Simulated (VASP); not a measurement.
The system is ZnF2.

```
Zn F
1.0
     4.80004    0.00000    0.00000
     0.00000    4.80004    0.00000
     0.00000    0.00000    3.17549
Zn F
2 4
Direct
  0.00000 0.00000 0.00000
  0.50000 0.50000 0.50000
  0.30438 0.30438 0.00000
  0.19562 0.80438 0.50000
  0.69562 0.69562 0.00000
  0.80438 0.19562 0.50000
```

* Program: VASP 6.6.1
* Task: relaxation of cell and atoms
* Functional: PBEsol
* Potentials or basis: VASP PAW PBE potentials, release 64 (Zn, F)
* Cutoff: 600 eV
* k mesh: 6 × 6 × 8
* Occupations: fermi-dirac, width 0.02 eV
* Spin: no spin polarisation

At the start: pressure -4.8 GPa; volume 12.19 Å³/atom.

Task: Where does the relaxation end?

Result: Over 8 steps the energy falls by 8.4 meV/atom and the volume is 11.64 Å³/atom (-4.5 %); space group P4_2/mnm (No. 136, to 0.1 Å) before and after.

The path:
```csv
step,energy change (eV),largest force (eV/Å),pressure (GPa),volume (Å³)
1,0.0000,0.0486,-4.76,73.16
2,-0.0468,0.0757,1.04,69.40
3,-0.0489,0.0522,-0.05,70.02
4,-0.0496,0.0329,-0.07,69.96
5,-0.0502,0.0082,0.00,69.83
6,-0.0502,0.0054,0.00,69.84
7,-0.0502,0.0040,0.02,69.85
8,-0.0502,0.0031,-0.01,69.86
```

Final structure:
```xyz
6
Lattice="4.7199 0.0000 0.0000 0.0000 4.7199 0.0000 0.0000 0.0000 3.1361" Properties=species:S:1:pos:R:3 pbc="T T T"
Zn    0.0000    0.0000    0.0000
Zn    2.3599    2.3599    1.5680
F     1.4332    1.4332    0.0000
F     0.9267    3.7932    1.5680
F     3.2867    3.2867    0.0000
F     3.7932    0.9267    1.5680
```

Caveat: the PAW data sets were made with another functional, which shifts forces and pressure a little.
